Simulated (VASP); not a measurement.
# Ru (P6_3/mmc) in VASP: a series of runs, part 2 of 2

VASP 6.6.1.

## Step 3: Single point, r2SCAN

This run uses another cell than the first one, of 13.57 Å³/atom.

File POSCAR:

```
Ru
1.0
    2.7058000000      0.0000000000      0.0000000000
   -1.3529000000      2.3432915376      0.0000000000
    0.0000000000      0.0000000000      4.2819000000
Ru
2
Direct
    0.3333333333      0.6666666667      0.2500000000
    0.6666666667      0.3333333333      0.7500000000
```

File INCAR.step1:

```
ALGO = Normal
EDIFF = 1E-5
ENCUT = 660
GGA = PE
GGA_COMPAT = F
ISMEAR = 0
LASPH = T
LCHARG = F
LREAL = F
LWAVE = T
NBANDS = 23
NELM = 120
PREC = Accurate
SIGMA = 0.1
```

File INCAR.step2:

```
ALGO = Normal
EDIFF = 1E-6
ENCUT = 660
GGA_COMPAT = F
ISIF = 2
ISMEAR = 0
ISTART = 1
LASPH = T
LCHARG = T
LELF = T
LMIXTAU = T
LREAL = F
LVHAR = T
LWAVE = F
METAGGA = R2SCAN
NBANDS = 23
NELM = 120
PREC = Accurate
SIGMA = 0.1
```

File KPOINTS:

```
k-points
0
Gamma
  9 9 4
```

Potentials or basis: VASP PAW PBE potentials, release 64 (Ru_sv).

On the command line:

```bash
$ cat potpaw_PBE.64/Ru_sv/POTCAR > POTCAR
$ cp INCAR.step1 INCAR
$ mpirun -np 1 vasp_std > vasp.out
$ cp INCAR.step2 INCAR
$ mpirun -np 1 vasp_std > vasp.out
```

OUTCAR:

```text
EDIFF = 1E-6
   ENCUT = 660
   ISIF = 2
   ISMEAR = 0
   ISTART = 1
   LASPH = T
   LREAL = F
   METAGGA = R2SCAN
   NELM = 120
   PREC = Accurate

 ion  position               nearest neighbor table
   1  0.333  0.667  0.250-   2 2.65   2 2.65   2 2.65   2 2.65   2 2.65   2 2.65
   2  0.667  0.333  0.750-   1 2.65   1 2.65   1 2.65   1 2.65   1 2.65   1 2.65

  LATTYP: Found a hexagonal cell.
 ALAT       =     2.7058000000
 C/A-ratio  =     1.5824894671

  Lattice vectors:

 A1 = (   2.7058000000,   0.0000000000,   0.0000000000)
 A2 = (  -1.3529000000,   2.3432915376,   0.0000000000)
 A3 = (   0.0000000000,   0.0000000000,   4.2819000000)

Analysis of symmetry for initial positions (statically):
=====================================================================
 Subroutine PRICEL returns:
 Original cell was already a primitive cell.

 Routine SETGRP: Setting up the symmetry group for a
 hexagonal supercell.

 Subroutine GETGRP returns: Found 24 space group operations
 (whereof 12 operations were pure point group operations)
 out of a pool of 24 trial point group operations.

The static configuration has the point symmetry D_3d.
 The point group associated with its full space group is D_6h.

Analysis of symmetry for dynamics (positions and initial velocities):
=====================================================================
 Subroutine PRICEL returns:
 Original cell was already a primitive cell.

 Routine SETGRP: Setting up the symmetry group for a
 hexagonal supercell.

 Subroutine GETGRP returns: Found 24 space group operations
 (whereof 12 operations were pure point group operations)
 out of a pool of 24 trial point group operations.

The dynamic configuration has the point symmetry D_3d.
 The point group associated with its full space group is D_6h.

 Subroutine INISYM returns: Found 24 space group operations
 (whereof 12 operations are pure point group operations),
 and found     1 'primitive' translations

----------------------------------------------------------------------------------------

                                     Primitive cell

  volume of cell :      27.1493

  direct lattice vectors                    reciprocal lattice vectors
     2.705800000  0.000000000  0.000000000     0.369576465  0.213375072  0.000000000
    -1.352900000  2.343291538  0.000000000     0.000000000  0.426750144  0.000000000
     0.000000000  0.000000000  4.281900000     0.000000000  0.000000000  0.233541185

  length of vectors
     2.705800000  2.705800000  4.281900000     0.426750144  0.426750144  0.233541185

  position of ions in fractional coordinates (direct lattice)
     0.333333333  0.666666667  0.250000000
     0.666666667  0.333333333  0.750000000

  ion indices of the primitive-cell ions
   primitive index   ion index
                 1           1
                 2           2

----------------------------------------------------------------------------------------

 KPOINTS: k-points

Automatic generation of k-mesh.
 Grid dimensions read from file:
 generate k-points for:    9    9    4

 Generating k-lattice:

  Cartesian coordinates                     Fractional coordinates (reciprocal lattice)
     0.041064052  0.023708341  0.000000000     0.111111111  0.000000000  0.000000000
     0.000000000  0.047416683  0.000000000     0.000000000  0.111111111  0.000000000
     0.000000000  0.000000000  0.058385296     0.000000000  0.000000000  0.250000000

  Length of vectors
     0.047416683  0.047416683  0.058385296

  Shift w.r.t. Gamma in fractional coordinates (k-lattice)
     0.000000000  0.000000000  0.000000000

 Subroutine IBZKPT returns following result:
 ===========================================

 Found     36 irreducible k-points:

 Following reciprocal coordinates:
            Coordinates               Weight
  0.000000  0.000000  0.000000      1.000000
  0.111111 -0.000000  0.000000      6.000000
  0.222222  0.000000  0.000000      6.000000
  0.333333  0.000000  0.000000      6.000000
  0.444444  0.000000  0.000000      6.000000
  0.111111  0.111111  0.000000      6.000000
[... 16 lines left out ...]
  0.333333  0.222222  0.250000     24.000000
  0.333333  0.333333  0.250000      4.000000
 [... further k-points ...]
   k-points           NKPTS =     36   k-points in BZ     NKDIM =     36   number of bands    NBANDS=     23
   number of dos      NEDOS =    301   number of ions     NIONS =      2
   total plane-waves  NPLWV =  20736
   dimension x,y,z NGX =    24 NGY =   24 NGZ =   36
   dimension x,y,z NGXF=    48 NGYF=   48 NGZF=   72
   ions per type =               2
   NGX,Y,Z   is equivalent  to a cutoff of  14.75, 14.75, 13.98 a.u.
   NGXF,Y,Z  is equivalent  to a cutoff of  29.49, 29.49, 27.95 a.u.
 SYSTEM =  unknown system
   PREC   = accura    normal or accurate (medium, high low for compatibility)
   ISTART =      1    job   : 0-new  1-cont  2-samecut
   ICHARG =      0    charge: 1-file 2-atom 10-const
   ISPIN  =      1    spin polarized calculation?
   LNONCOLLINEAR =      F non collinear calculations
   LSORBIT =      F    spin-orbit coupling
   LASPH  =      T    aspherical Exc in radial PAW
   ENCUT  =  660.0 eV  48.51 Ry    6.96 a.u.   5.67  5.67  8.97*2*pi/ulx,y,z
   NELM   =    120;   NELMIN=  2; NELMDL=  0     # of ELM steps
   EDIFF  = 0.1E-05   stopping-criterion for ELM
   LREAL  =      F    real-space projection
   EDIFFG = 0.1E-04   stopping-criterion for IOM
   NSW    =      0    number of steps for IOM
   IBRION =     -1    ionic relax: 0-MD 1-quasi-New 2-CG
   NFREE  =      0    steps in history (QN), initial steepest desc. (CG)
   ISIF   =      2    stress and relaxation
   ISYM   =      2    0-nonsym 1-usesym 2-fastsym
   POTIM  = 0.5000    time-step for ionic-motion
   TEBEG  =    0.0;   TEEND  =   0.0 temperature during run
   PSTRESS=    0.0 pullay stress
   NELECT =      32.0000    total number of electrons
   NUPDOWN=      -1.0000    fix difference up-down
   EMIN   =  10.00;   EMAX   =-10.00  energy-range for DOS
   EFERMI =   0.00;   METHOD = LEGACY
   ISMEAR =     0;   SIGMA  =   0.10  broadening in eV -4-tet -1-fermi 0-gaus
   EFERMI_NEDOS =   21; number of points for ismear=-14 and -15
   IALGO  =     38    algorithm
   IMIX   =      4    mixing-type and parameters
     AMIX     =   0.40;   BMIX     =  1.00
     AMIX_MAG =   1.60;   BMIX_MAG =  1.00
  volume/ion in A,a.u.               =      13.57        91.61
  Fermi-wavevector in a.u.,A,eV,Ry     =   1.729307  3.267915 40.688237  2.990501
  Thomas-Fermi vector in A             =   2.804077
   LORBIT       =      0    0 simple, 1 ext, 2 COOP (PROOUT), +10 PAW based schemes
   METAGGA = R2SCAN    functional components
   LHFCALC =     F    Hartree Fock is set to
   AEXX    =    0.0000 exact exchange contribution
   IVDW    =     0    specifies the selected vdW correction
   LEPSILON=     F    determine dielectric tensor
   LRPA    =     F    only Hartree local field effects (RPA)
 non-spin polarized calculation
 Gauss-broadening in eV      SIGMA  =   0.10
  energy-cutoff  :      660.00
  volume of cell :       27.15
 maximum number of plane-waves:      1085
 NGX is ok and might be reduce to    24
   NGX = 11   NGY = 11   NGZ = 17

 number of electron      31.9999998 magnetization

 Free energy of the ion-electron system (eV)
  ---------------------------------------------------
  ext. energy  EPLUGINS =         0.00000000
  ---------------------------------------------------
  free energy    TOTEN  =       -50.93267928 eV

  energy without entropy =      -50.92180725  energy(sigma->0) =      -50.92724326

 E-fermi :  15.2257     XC(G=0): -15.5406

 val. band max:       15.2187903831   @ k =   0.3333   0.3333   0.2500
 cond. band min:      15.2479834745   @ k =   0.3333   0.0000   0.0000
 fundamental gap:      0.0291930914
 Fermi energy:        15.2257172896

 k-point     1 :       0.0000    0.0000    0.0000
  band No.  band energies     occupation
      1     -60.2954      2.00000
      2     -60.0700      2.00000
      3     -30.0466      2.00000
      4     -29.0314      2.00000
      5     -29.0314      2.00000
      6     -28.8488      2.00000
[... 15 lines left out ...]
     22      30.6083      0.00000
     23      33.2310      0.00000
[... 575 lines left out ...]
      1     -60.0520      2.00000
      2     -60.0520      2.00000
      3     -29.6804      2.00000
      4     -29.6804      2.00000
      5     -29.6315      2.00000
      6     -29.3541      2.00000
[... 15 lines left out ...]
     22      28.2182      0.00000
     23      28.5413      0.00000

 [... further k-points ...]

------------------------ aborting loop because EDIFF is reached ----------------------------------------

  FORCE on cell =-STRESS in cart. coord.  units (eV):
  Direction    XX          YY          ZZ          XY          YZ          ZX
  --------------------------------------------------------------------------------------
  -------------------------------------------------------------------------------------
  Total       -0.1205665     -0.1205665     -0.6578391     -0.0000000      0.0000000      0.0000000
  in kB       -7.1150608     -7.1150608    -38.8214496     -0.0000000      0.0000000      0.0000000
  external PRESSURE =     -17.6838571 kB  Pullay stress =       0.0000000 kB

 VOLUME and BASIS-vectors are now :
 -----------------------------------------------------------------------------
  energy-cutoff  :      660.00
  volume of cell :       27.15
      direct lattice vectors                 reciprocal lattice vectors
     2.705800000  0.000000000  0.000000000     0.369576465  0.213375072  0.000000000
    -1.352900000  2.343291538  0.000000000     0.000000000  0.426750144  0.000000000
     0.000000000  0.000000000  4.281900000     0.000000000  0.000000000  0.233541185

 POSITION                                       TOTAL-FORCE (eV/Angst)
 -----------------------------------------------------------------------------------
     -0.00000      1.56219      1.07048         0.000000     -0.000000      0.000000
      1.35290      0.78110      3.21143        -0.000000      0.000000      0.000000
 -----------------------------------------------------------------------------------
    total drift:                               -0.000000      0.000000     -0.000000

  FREE ENERGIE OF THE ION-ELECTRON SYSTEM (eV)
  ---------------------------------------------------
  free  energy   TOTEN  =       -50.9326792784 eV

  energy  without entropy=      -50.9218072497  energy(sigma->0) =      -50.92724326
```

OSZICAR.step1:

```text
N       E                     dE             d eps       ncg     rms          rms(c)
DAV:   1     0.492426848191E+03    0.49243E+03   -0.24019E+04  1656   0.193E+03
DAV:   2    -0.502495282537E+01   -0.49745E+03   -0.47911E+03  1866   0.595E+02
DAV:   3    -0.197046122709E+02   -0.14680E+02   -0.14346E+02  1930   0.113E+02
DAV:   4    -0.198407778177E+02   -0.13617E+00   -0.13610E+00  1887   0.117E+01
DAV:   5    -0.198426604891E+02   -0.18827E-02   -0.18826E-02  1985   0.136E+00    0.263E+01
DAV:   6    -0.186014913896E+02    0.12412E+01   -0.29496E+00  1803   0.172E+01    0.494E+00
DAV:   7    -0.185527129820E+02    0.48778E-01   -0.12872E-01  1972   0.304E+00    0.117E+00
DAV:   8    -0.185476985854E+02    0.50144E-02   -0.74778E-03  1719   0.105E+00    0.886E-02
DAV:   9    -0.185477892046E+02   -0.90619E-04   -0.15603E-04  2110   0.139E-01    0.307E-02
DAV:  10    -0.185478048304E+02   -0.15626E-04   -0.13870E-05  1355   0.339E-02    0.391E-03
DAV:  11    -0.185478034539E+02    0.13765E-05   -0.14702E-06  1059   0.142E-02
   1 F= -.18547803E+02 E0= -.18542258E+02  d E =-.110919E-01
```

Wall time 59 s (1 thread of Intel Xeon Platinum 8488C (Sapphire Rapids), shared host); peak memory 0.17 GiB.

Results:

- Free energy: -50.9327 eV
- Pressure: -1.8 GPa
- Band gap on the k mesh: zero (bands 16 and 17 overlap by 3.16 eV)

Levels at points of the mesh, in eV from the Fermi level:
| k point | band 12 | band 13 | band 14 | band 15 | band 16 | band 17 | band 18 | band 19 | band 20 | band 21 |
| --- | --- | --- | --- | --- | --- | --- | --- | --- | --- | --- |
| (0.00, 0.00, 0.00) | -2.88 | -2.71 | -2.17 | -2.17 | -1.64 | -1.64 | 1.05 | 1.05 | 1.16 | 10.60 |
| (0.00, 0.00, 0.50) | -3.06 | -3.06 | -3.06 | -3.01 | -3.01 | 0.38 | 0.38 | 0.38 | 0.38 | 14.89 |

Caveat: the k points lie up to 0.37 Å⁻¹ apart, too coarse for converged energies and pressures of a metal; the PAW data sets were made with another functional, which shifts forces and pressure a little.

## Step 4: Single point, r2SCAN

File POSCAR:

```
Ru
1.0
    2.7043882243      0.0000000000      0.0000000000
   -1.3521941121      2.3420689039      0.0000000000
    0.0000000000      0.0000000000      4.2660975354
Ru
2
Direct
    0.3333333333      0.6666666667      0.2500000000
    0.6666666667      0.3333333333      0.7500000000
```

File INCAR.step1:

```
PREC = Accurate
ENCUT = 520
ISMEAR = -1
SIGMA = 0.15
LREAL = F
LASPH = T
NELM = 100
NBANDS = 21
GGA = PE
ALGO = Normal
EDIFF = 1E-4
LWAVE = T
LCHARG = F
```

File INCAR.step2:

```
PREC = Accurate
ENCUT = 520
EDIFF = 1E-6
ISMEAR = -1
SIGMA = 0.15
LREAL = F
LASPH = T
NELM = 100
ALGO = Normal
ISIF = 2
LWAVE = F
LCHARG = F
METAGGA = R2SCAN
LMIXTAU = T
NBANDS = 21
ISTART = 1
```

File KPOINTS:

```
regular mesh
0
Gamma
  18 18 10
```

Potentials or basis: VASP PAW PBE potentials, release 64 (Ru_pv).

On the command line:

```bash
$ cat potpaw_PBE.64/Ru_pv/POTCAR > POTCAR
$ cp INCAR.step1 INCAR
$ mpirun -np 1 vasp_std > vasp.out
$ cp INCAR.step2 INCAR
$ mpirun -np 1 vasp_std > vasp.out
```

Run time: 8.6 min. Hardware: 1 thread of AMD EPYC, shared host; peak memory 0.18 GiB.

It converged, with:

| Item | Value |
| --- | --- |
| Free energy | -50.9148 eV |
| Pressure | 1.5 GPa |
| Band gap on the k mesh | zero (bands 14 and 15 overlap by 3.28 eV) |

Stress tensor (GPa, compression positive):
```
1.48 0.00 0.00
0.00 1.48 0.00
0.00 0.00 1.64
```

Levels at points of the mesh, in eV from the Fermi level:
| k point | band 11 | band 12 | band 13 | band 14 | band 15 | band 16 | band 17 | band 18 |
| --- | --- | --- | --- | --- | --- | --- | --- | --- |
| (0.00, 0.00, 0.00) | -2.52 | -2.02 | -2.02 | -1.51 | -1.51 | 1.23 | 1.23 | 1.38 |
| (0.50, 0.00, 0.00) | -2.18 | -1.90 | -1.58 | 1.46 | 1.91 | 2.00 | 4.24 | 6.43 |
| (0.00, 0.00, 0.50) | -2.92 | -2.92 | -2.84 | -2.84 | 0.56 | 0.56 | 0.56 | 0.56 |
| (0.50, 0.00, 0.50) | -1.14 | -1.14 | 0.45 | 0.45 | 1.74 | 1.74 | 3.54 | 3.54 |

Caveat: the PAW data sets were made with another functional, which shifts forces and pressure a little.

## Step 5: Summary

```tsv
potentials or basis	cell	k mesh	cutoff (eV)	smearing	gap on the mesh (eV)	pressure (GPa)
VASP PAW PBE potentials, release 64 (Ru_pv)	a = 2.702, b = 2.702, c = 4.266 Å, angles 90.0, 90.0, 120.0°, 2 atoms	15 × 15 × 8	520	gaussian 0.1 eV	none	1.5
VASP PAW PBE potentials, release 64 (Ru_sv)	a = 2.706, b = 2.706, c = 4.282 Å, angles 90.0, 90.0, 120.0°, 2 atoms	9 × 9 × 4	660	gaussian 0.1 eV	none	-1.8
VASP PAW PBE potentials, release 64 (Ru_pv)	a = 2.704, b = 2.704, c = 4.266 Å, angles 90.0, 90.0, 120.0°, 2 atoms	18 × 18 × 10	520	fermi-dirac 0.15 eV	none	1.5
```

Alike in all rows: task single point; level r2SCAN; no spin polarisation.

Caveats: some runs use coarse meshes; the PAW data sets were made with another functional, which shifts forces and pressure a little.

Total energies depend on the potentials used, so only differences within one code and one set of settings carry meaning.
